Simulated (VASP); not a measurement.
# SiC in VASP: a series of runs

Runs on SiC. Level: PBEsol. Tasks: single point.

Everything below comes from runs of VASP 6.6.1. Logs are shortened: lines on timing, memory, paths and dates and some standing lists are left out, and cuts for length are marked.

## Step 1: The cell of the first run

The cell holds a slab with vacuum, 6 atoms: a = 3.081 Å, b = 3.081 Å, c = 19.446 Å, α = 90.00°, β = 90.00°, γ = 90.00°.

## Step 2: Single point, PBEsol

INCAR reads:

```
  PREC = Accurate
  ENCUT = 520
  EDIFF = 1E-6
  ISMEAR = 0
  SIGMA = 0.05
  LREAL = F
  LASPH = T
  NELM = 120
  ALGO = Normal
  ISIF = 2
  LWAVE = F
  LCHARG = F
  LDIPOL = T
  IDIPOL = 3
  DIPOL = 0.5 0.5 0.500
  GGA = PS
  NBANDS = 21
  GGA_COMPAT = F
  NELMDL = -8
```

KPOINTS reads:

```
regular mesh
0
Gamma
  9 9 1
```

POSCAR reads:

```
SiC
1.0
    3.0807229203      0.0000000000      0.0000000000
    0.0000000000      3.0807229203      0.0000000000
    0.0000000000      0.0000000000     19.4460001698
C Si
3 3
Direct
    0.0000000000      0.5000000000      0.3599711992
    0.5000000000      0.0000000000      0.4719942398
    0.0000000000      0.5000000000      0.5830186195
    0.5000000000      0.5000000000      0.4159827195
    0.0000000000      0.0000000000      0.5266891594
    0.5000000000      0.5000000000      0.6397089434
```

Potentials or basis: VASP PAW PBE potentials, release 64 (C, Si).

The run is started by

```
> cat potpaw_PBE.64/C/POTCAR potpaw_PBE.64/Si/POTCAR > POTCAR
> mpirun -np 1 vasp_std > vasp.out
```

OUTCAR:

```text
PREC = Accurate
   ENCUT = 520
   EDIFF = 1E-6
   ISMEAR = 0
   LREAL = F
   LASPH = T
   NELM = 120
   ISIF = 2
   GGA = PS
   NELMDL = -8

 ion  position               nearest neighbor table
   1  0.000  0.500  0.360-   4 1.89   4 1.89
   2  0.500  0.000  0.472-   5 1.87   5 1.87   4 1.89   4 1.89
   3  0.000  0.500  0.583-   5 1.89   5 1.89   6 1.89   6 1.89
   4  0.500  0.500  0.416-   2 1.89   2 1.89   1 1.89   1 1.89   5 3.06   5 3.06   5 3.06   5 3.06

   5  0.000  0.000  0.527-   2 1.87   2 1.87   3 1.89   3 1.89   4 3.06   4 3.06   4 3.06   4 3.06
                             6 3.09   6 3.09   6 3.09   6 3.09
   6  0.500  0.500  0.640-   3 1.89   3 1.89   5 3.09   5 3.09   5 3.09   5 3.09

  LATTYP: Found a simple tetragonal cell.
 ALAT       =     3.0807229203
 C/A-ratio  =     6.3121548652

  Lattice vectors:

 A1 = (   3.0807229203,   0.0000000000,   0.0000000000)
 A2 = (   0.0000000000,   3.0807229203,   0.0000000000)
 A3 = (   0.0000000000,   0.0000000000,  19.4460001698)

Analysis of symmetry for initial positions (statically):
=====================================================================
 Subroutine PRICEL returns:
 Original cell was already a primitive cell.

 Routine SETGRP: Setting up the symmetry group for a
 simple tetragonal supercell.

 Subroutine GETGRP returns: Found  4 space group operations
 (whereof  4 operations were pure point group operations)
 out of a pool of 16 trial point group operations.

The static configuration has the point symmetry C_2v.

Analysis of symmetry for dynamics (positions and initial velocities):
=====================================================================
 Subroutine PRICEL returns:
 Original cell was already a primitive cell.

 Routine SETGRP: Setting up the symmetry group for a
 simple tetragonal supercell.

 Subroutine GETGRP returns: Found  4 space group operations
 (whereof  4 operations were pure point group operations)
 out of a pool of 16 trial point group operations.

The dynamic configuration has the point symmetry C_2v.

 Subroutine INISYM returns: Found  4 space group operations
 (whereof  4 operations are pure point group operations),
 and found     1 'primitive' translations

----------------------------------------------------------------------------------------

                                     Primitive cell

  volume of cell :     184.5591

  direct lattice vectors                    reciprocal lattice vectors
     3.080722920  0.000000000  0.000000000     0.324599137  0.000000000  0.000000000
     0.000000000  3.080722920  0.000000000     0.000000000  0.324599137  0.000000000
     0.000000000  0.000000000 19.446000170     0.000000000  0.000000000  0.051424457

  length of vectors
     3.080722920  3.080722920 19.446000170     0.324599137  0.324599137  0.051424457

  position of ions in fractional coordinates (direct lattice)
     0.000000000  0.500000000  0.359971199
     0.500000000  0.000000000  0.471994240
     0.000000000  0.500000000  0.583018620
     0.500000000  0.500000000  0.415982720
     0.000000000  0.000000000  0.526689159
     0.500000000  0.500000000  0.639708943

  ion indices of the primitive-cell ions
   primitive index   ion index
                 1           1
                 2           2
                 3           3
                 4           4
                 5           5
                 6           6

----------------------------------------------------------------------------------------

 KPOINTS: regular mesh

Automatic generation of k-mesh.
 Grid dimensions read from file:
 generate k-points for:    9    9    1

 Generating k-lattice:

  Cartesian coordinates                     Fractional coordinates (reciprocal lattice)
     0.036066571  0.000000000  0.000000000     0.111111111  0.000000000  0.000000000
     0.000000000  0.036066571  0.000000000     0.000000000  0.111111111  0.000000000
     0.000000000  0.000000000  0.051424457     0.000000000  0.000000000  1.000000000

  Length of vectors
     0.036066571  0.036066571  0.051424457

  Shift w.r.t. Gamma in fractional coordinates (k-lattice)
     0.000000000  0.000000000  0.000000000

 Subroutine IBZKPT returns following result:
 ===========================================

 Found     25 irreducible k-points:

 Following reciprocal coordinates:
            Coordinates               Weight
  0.000000  0.000000  0.000000      1.000000
  0.111111  0.000000  0.000000      2.000000
  0.000000  0.111111  0.000000      2.000000
  0.222222  0.000000  0.000000      2.000000
  0.000000  0.222222  0.000000      2.000000
  0.333333  0.000000  0.000000      2.000000
[... 16 lines left out ...]
  0.444444  0.333333  0.000000      4.000000
 -0.333333  0.444444  0.000000      4.000000
   k-points           NKPTS =     25   k-points in BZ     NKDIM =     25   number of bands    NBANDS=     21
   number of dos      NEDOS =    301   number of ions     NIONS =      6
   total plane-waves  NPLWV =  86400
   dimension x,y,z NGX =    24 NGY =   24 NGZ =  150
   dimension x,y,z NGXF=    48 NGYF=   48 NGZF=  300
   ions per type =               3   3
   NGX,Y,Z   is equivalent  to a cutoff of  12.95, 12.95, 12.82 a.u.
   NGXF,Y,Z  is equivalent  to a cutoff of  25.90, 25.90, 25.65 a.u.
 SYSTEM =  unknown system
   PREC   = accura    normal or accurate (medium, high low for compatibility)
   ISTART =      0    job   : 0-new  1-cont  2-samecut
   ICHARG =      2    charge: 1-file 2-atom 10-const
   ISPIN  =      1    spin polarized calculation?
   LNONCOLLINEAR =      F non collinear calculations
   LSORBIT =      F    spin-orbit coupling
   LASPH  =      T    aspherical Exc in radial PAW
   ENCUT  =  520.0 eV  38.22 Ry    6.18 a.u.   5.73  5.73 36.16*2*pi/ulx,y,z
   NELM   =    120;   NELMIN=  2; NELMDL= -8     # of ELM steps
   EDIFF  = 0.1E-05   stopping-criterion for ELM
   LREAL  =      F    real-space projection
   EDIFFG = 0.1E-04   stopping-criterion for IOM
   NSW    =      0    number of steps for IOM
   IBRION =     -1    ionic relax: 0-MD 1-quasi-New 2-CG
   NFREE  =      0    steps in history (QN), initial steepest desc. (CG)
   ISIF   =      2    stress and relaxation
   ISYM   =      2    0-nonsym 1-usesym 2-fastsym
   POTIM  = 0.5000    time-step for ionic-motion
   TEBEG  =    0.0;   TEEND  =   0.0 temperature during run
   PSTRESS=    0.0 pullay stress
   NELECT =      24.0000    total number of electrons
   NUPDOWN=      -1.0000    fix difference up-down
   EMIN   =  10.00;   EMAX   =-10.00  energy-range for DOS
   EFERMI =   0.00;   METHOD = LEGACY
   ISMEAR =     0;   SIGMA  =   0.05  broadening in eV -4-tet -1-fermi 0-gaus
   EFERMI_NEDOS =   21; number of points for ismear=-14 and -15
   IALGO  =     38    algorithm
   IMIX   =      4    mixing-type and parameters
     AMIX     =   0.40;   BMIX     =  1.00
     AMIX_MAG =   1.60;   BMIX_MAG =  1.00
  volume/ion in A,a.u.               =      30.76       207.58
  Fermi-wavevector in a.u.,A,eV,Ry     =   0.829405  1.567348  9.359623  0.687913
  Thomas-Fermi vector in A             =   1.941946
   LORBIT       =      0    0 simple, 1 ext, 2 COOP (PROOUT), +10 PAW based schemes
   GGA     = PS    functional components
   LHFCALC =     F    Hartree Fock is set to
   AEXX    =    0.0000 exact exchange contribution
   IVDW    =     0    specifies the selected vdW correction
   LEPSILON=     F    determine dielectric tensor
   LRPA    =     F    only Hartree local field effects (RPA)
 non-spin polarized calculation
 Gauss-broadening in eV      SIGMA  =   0.05
  energy-cutoff  :      520.00
  volume of cell :      184.56
 maximum number of plane-waves:      4994
   NGX = 11   NGY = 11   NGZ = 73

 dipolmoment           0.000000      0.000000      0.047052 electrons x Angstroem

 number of electron      23.9999998 magnetization

 dipolmoment           0.000000      0.000000     -0.089999 electrons x Angstroem

 Free energy of the ion-electron system (eV)
  ---------------------------------------------------
  ext. energy  EPLUGINS =         0.00000000
  ---------------------------------------------------
  free energy    TOTEN  =       -41.39902956 eV

  energy without entropy =      -41.39317679  energy(sigma->0) =      -41.39610317

 E-fermi :  -1.3990     XC(G=0):  -4.9496

 val. band max:       -1.4072453537   @ k =   0.3333   0.0000   0.0000
 cond. band min:      -1.3639046824   @ k =   0.2222   0.1111   0.0000
 fundamental gap:      0.0433406713
 Fermi energy:        -1.3990232748

 k-point     1 :       0.0000    0.0000    0.0000
  band No.  band energies     occupation
      1     -16.7276      2.00000
      2     -14.8549      2.00000
      3     -12.1028      2.00000
      4      -8.6431      2.00000
      5      -5.3487      2.00000
      6      -4.6893      2.00000
[... 13 lines left out ...]
     20       5.2198      0.00000
     21       5.8138      0.00000

 k-point     2 :       0.1111    0.0000    0.0000
  band No.  band energies     occupation
      1     -16.5704      2.00000
      2     -14.7142      2.00000
      3     -11.9701      2.00000
      4      -8.6456      2.00000
      5      -5.8191      2.00000
      6      -5.2533      2.00000
[... 13 lines left out ...]
     20       5.2462      0.00000
     21       5.6857      0.00000

 k-point     3 :       0.0000    0.1111    0.0000
  band No.  band energies     occupation
      1     -16.5715      2.00000
      2     -14.7197      2.00000
      3     -12.0407      2.00000
      4      -8.5477      2.00000
      5      -6.0190      2.00000
      6      -4.8289      2.00000
[... 13 lines left out ...]
     20       5.4219      0.00000
     21       5.9911      0.00000

 k-point     4 :       0.2222    0.0000    0.0000
  band No.  band energies     occupation
      1     -16.1064      2.00000
      2     -14.3162      2.00000
      3     -11.6133      2.00000
      4      -8.9534      2.00000
      5      -7.0131      2.00000
      6      -6.2228      2.00000
[... 13 lines left out ...]
     20       5.7903      0.00000
     21       6.0923      0.00000

 k-point     5 :       0.0000    0.2222    0.0000
  band No.  band energies     occupation
      1     -16.1106      2.00000
      2     -14.3364      2.00000
      3     -11.9361      2.00000
      4      -8.3527      2.00000
      5      -7.4947      2.00000
      6      -5.7217      2.00000
[... 13 lines left out ...]
     20       6.2261      0.00000
     21       6.2298      0.00000
[... 382 lines left out ...]
     20       6.7991      0.00000
     21       7.3384      0.00000

 k-point    22 :       0.3333    0.3333    0.0000
  band No.  band energies     occupation
      1     -14.0733      2.00000
      2     -12.8109      2.00000
      3     -10.9976      2.00000
      4      -8.7332      2.00000
      5      -7.9426      2.00000
      6      -7.2726      2.00000
[... 13 lines left out ...]
     20       6.7139      0.00000
     21       6.9220      0.00000

 k-point    23 :       0.4444    0.3333    0.0000
  band No.  band energies     occupation
      1     -13.2297      2.00000
      2     -12.6304      2.00000
      3     -10.6498      2.00000
      4      -8.9818      2.00000
      5      -8.6695      2.00000
      6      -7.8189      2.00000
[... 13 lines left out ...]
     20       6.4694      0.00000
     21       7.4191      0.00000

 k-point    24 :      -0.3333    0.4444    0.0000
  band No.  band energies     occupation
      1     -13.2294      2.00000
      2     -12.6247      2.00000
      3     -11.1520      2.00000
      4      -8.9136      2.00000
      5      -7.9855      2.00000
      6      -7.5278      2.00000
[... 13 lines left out ...]
     20       6.1971      0.00000
     21       7.8352      0.00000

 [... further k-points ...]

------------------------ aborting loop because EDIFF is reached ----------------------------------------

 vacuum level on the upper side and lower side of the slab       (xc-potential included)        -0.846         0.788

  FORCE on cell =-STRESS in cart. coord.  units (eV):
  Direction    XX          YY          ZZ          XY          YZ          ZX
  --------------------------------------------------------------------------------------
  -------------------------------------------------------------------------------------
  Total        0.9372269     -5.4641610     -1.9506411      0.0000000      0.0000000      0.0000000
  in kB        8.1361655    -47.4349562    -16.9337209      0.0000000      0.0000000      0.0000000
  external PRESSURE =     -18.7441705 kB  Pullay stress =       0.0000000 kB

 VOLUME and BASIS-vectors are now :
 -----------------------------------------------------------------------------
  energy-cutoff  :      520.00
  volume of cell :      184.56
      direct lattice vectors                 reciprocal lattice vectors
     3.080722920  0.000000000  0.000000000     0.324599137  0.000000000  0.000000000
     0.000000000  3.080722920  0.000000000     0.000000000  0.324599137  0.000000000
     0.000000000  0.000000000 19.446000170     0.000000000  0.000000000  0.051424457

 POSITION                                       TOTAL-FORCE (eV/Angst)
 -----------------------------------------------------------------------------------
      0.00000      1.54036      7.00000         0.000000      0.000000      2.004090
      1.54036      0.00000      9.17840         0.000000      0.000000      0.129687
      0.00000      1.54036     11.33738         0.000000      0.000000     -0.001255
      1.54036      1.54036      8.08920         0.000000      0.000000     -2.162033
      0.00000      0.00000     10.24200         0.000000      0.000000      0.008677
      1.54036      1.54036     12.43978         0.000000      0.000000      0.020834
 -----------------------------------------------------------------------------------
    total drift:                                0.000000     -0.000000     -0.000036

  FREE ENERGIE OF THE ION-ELECTRON SYSTEM (eV)
  ---------------------------------------------------
  free  energy   TOTEN  =       -41.3990295573 eV

  energy  without entropy=      -41.3931767907  energy(sigma->0) =      -41.39610317

 vacuum level on the upper side and lower side of the slab         4.218         5.933
```

Run time: 4 min. Hardware: 1 thread of Intel Xeon 8259CL, shared host; peak memory 0.31 GiB.

What came out:

- Free energy: -41.3990 eV
- Largest force: 2.162 eV/Å
- Band gap on the k mesh: zero (bands 12 and 13 overlap by 0.43 eV)

Forces on the atoms (eV/Å):
```
C    0.000  0.000  2.004
C    0.000  0.000  0.130
C    0.000  0.000 -0.001
Si   0.000  0.000 -2.162
Si   0.000  0.000  0.009
Si   0.000  0.000  0.021
```

Caveat: the PAW data sets were made with another functional, which shifts forces and pressure a little.

## Step 3: Single point, PBEsol

This run uses another cell than the first one.

INCAR reads:

```
SYSTEM = SiC
PREC = Accurate ; ENCUT = 520
EDIFF = 1E-6 ; ISMEAR = 0
SIGMA = 0.05 ; LREAL = .False.
LASPH = .True. ; NELM = 120
ALGO = Normal ; ISIF = 2
LWAVE = .False. ; LCHARG = .False.
LDIPOL = .True. ; IDIPOL = 3
DIPOL = 0.5 0.5 0.299 ; GGA = PS
NBANDS = 21 ; GGA_COMPAT = .False.
NELMDL = -8
```

KPOINTS reads:

```
regular mesh
0
Gamma
  9 9 1
  0 0 0
```

POSCAR reads:

```
SiC
1.0
    3.0807229203      0.0000000000      0.0000000000
    0.0000000000      3.0807229203      0.0000000000
    0.0000000000      0.0000000000     22.4397802203
C Si
3 3
Direct
    0.0000000000      0.5000000000      0.1782548653
    0.5000000000      0.0000000000      0.2753324679
    0.0000000000      0.5000000000      0.3715446449
    0.5000000000      0.5000000000      0.2267936666
    0.0000000000      0.0000000000      0.3227303214
    0.5000000000      0.5000000000      0.4206716879
```

Potentials or basis: VASP PAW PBE potentials, release 64 (C, Si).

The run is started by

```
> cat potpaw_PBE.64/C/POTCAR potpaw_PBE.64/Si/POTCAR > POTCAR
> mpirun -np 1 vasp_std > vasp.out
```

OUTCAR:

```text
SYSTEM = SiC
   PREC = Accurate
   ENCUT = 520
   EDIFF = 1E-6
   ISMEAR = 0
   LREAL = .False.
   LASPH = .True.
   NELM = 120
   ISIF = 2
   GGA = PS
   NELMDL = -8

 ion  position               nearest neighbor table
   1  0.000  0.500  0.178-   4 1.89   4 1.89
   2  0.500  0.000  0.275-   5 1.87   5 1.87   4 1.89   4 1.89
   3  0.000  0.500  0.372-   5 1.89   5 1.89   6 1.89   6 1.89
   4  0.500  0.500  0.227-   2 1.89   2 1.89   1 1.89   1 1.89   5 3.06   5 3.06   5 3.06   5 3.06

   5  0.000  0.000  0.323-   2 1.87   2 1.87   3 1.89   3 1.89   4 3.06   4 3.06   4 3.06   4 3.06
                             6 3.09   6 3.09   6 3.09   6 3.09
   6  0.500  0.500  0.421-   3 1.89   3 1.89   5 3.09   5 3.09   5 3.09   5 3.09

  LATTYP: Found a simple tetragonal cell.
 ALAT       =     3.0807229203
 C/A-ratio  =     7.2839332848

  Lattice vectors:

 A1 = (   3.0807229203,   0.0000000000,   0.0000000000)
 A2 = (   0.0000000000,   3.0807229203,   0.0000000000)
 A3 = (   0.0000000000,   0.0000000000,  22.4397802203)

Analysis of symmetry for initial positions (statically):
[... 192 lines left out ...]
  band No.  band energies     occupation
      1     -17.4100      2.00000
      2     -15.5373      2.00000
      3     -12.7852      2.00000
      4      -9.3255      2.00000
      5      -6.0311      2.00000
      6      -5.3717      2.00000
[... 565 lines left out ...]
     20       5.5148      0.00000
     21       7.1519      0.00000

 [... further k-points ...]

------------------------ aborting loop because EDIFF is reached ----------------------------------------

 vacuum level on the upper side and lower side of the slab       (xc-potential included)        -1.101         0.578

  FORCE on cell =-STRESS in cart. coord.  units (eV):
  Direction    XX          YY          ZZ          XY          YZ          ZX
  --------------------------------------------------------------------------------------
  -------------------------------------------------------------------------------------
  Total        0.9375907     -5.4638933     -1.9504258      0.0000000      0.0000000      0.0000000
  in kB        7.0534240    -41.1044568    -14.6729061      0.0000000      0.0000000      0.0000000
  external PRESSURE =     -16.2413129 kB  Pullay stress =       0.0000000 kB

 VOLUME and BASIS-vectors are now :
 -----------------------------------------------------------------------------
  energy-cutoff  :      520.00
  volume of cell :      212.97
      direct lattice vectors                 reciprocal lattice vectors
     3.080722920  0.000000000  0.000000000     0.324599137  0.000000000  0.000000000
     0.000000000  3.080722920  0.000000000     0.000000000  0.324599137  0.000000000
     0.000000000  0.000000000 22.439780220     0.000000000  0.000000000  0.044563716

 POSITION                                       TOTAL-FORCE (eV/Angst)
 -----------------------------------------------------------------------------------
      0.00000      1.54036      4.00000         0.000000      0.000000      2.004121
      1.54036      0.00000      6.17840         0.000000      0.000000      0.129702
      0.00000      1.54036      8.33738         0.000000      0.000000     -0.001204
      1.54036      1.54036      5.08920         0.000000      0.000000     -2.161992
      0.00000      0.00000      7.24200         0.000000      0.000000      0.008617
      1.54036      1.54036      9.43978         0.000000      0.000000      0.020756
 -----------------------------------------------------------------------------------
    total drift:                               -0.000000      0.000000      0.000074

  FREE ENERGIE OF THE ION-ELECTRON SYSTEM (eV)
  ---------------------------------------------------
  free  energy   TOTEN  =       -41.3989967337 eV

  energy  without entropy=      -41.3931438729  energy(sigma->0) =      -41.39607030

 vacuum level on the upper side and lower side of the slab         3.340         5.048
```

Run time: 6.7 min. Hardware: 1 thread of Intel Xeon 8259CL, shared host; peak memory 0.34 GiB.

What came out:

| Property | Result |
| --- | --- |
| Free energy | -41.3990 eV |
| Largest force | 2.162 eV/Å |
| Band gap on the k mesh | zero (bands 12 and 13 overlap by 0.43 eV) |

Forces on the atoms (eV/Å):
```
C    0.000  0.000  2.004
C    0.000  0.000  0.130
C    0.000  0.000 -0.001
Si   0.000  0.000 -2.162
Si   0.000  0.000  0.009
Si   0.000  0.000  0.021
```

Levels at points of the mesh, in eV from the Fermi level:
| k point | band 9 | band 10 | band 11 | band 12 | band 13 | band 14 | band 15 | band 16 |
| --- | --- | --- | --- | --- | --- | --- | --- | --- |
| (0.00, 0.00, 0.00) | -1.75 | -1.13 | -0.32 | -0.09 | 1.73 | 1.91 | 3.70 | 4.52 |

Caveat: the PAW data sets were made with another functional, which shifts forces and pressure a little.
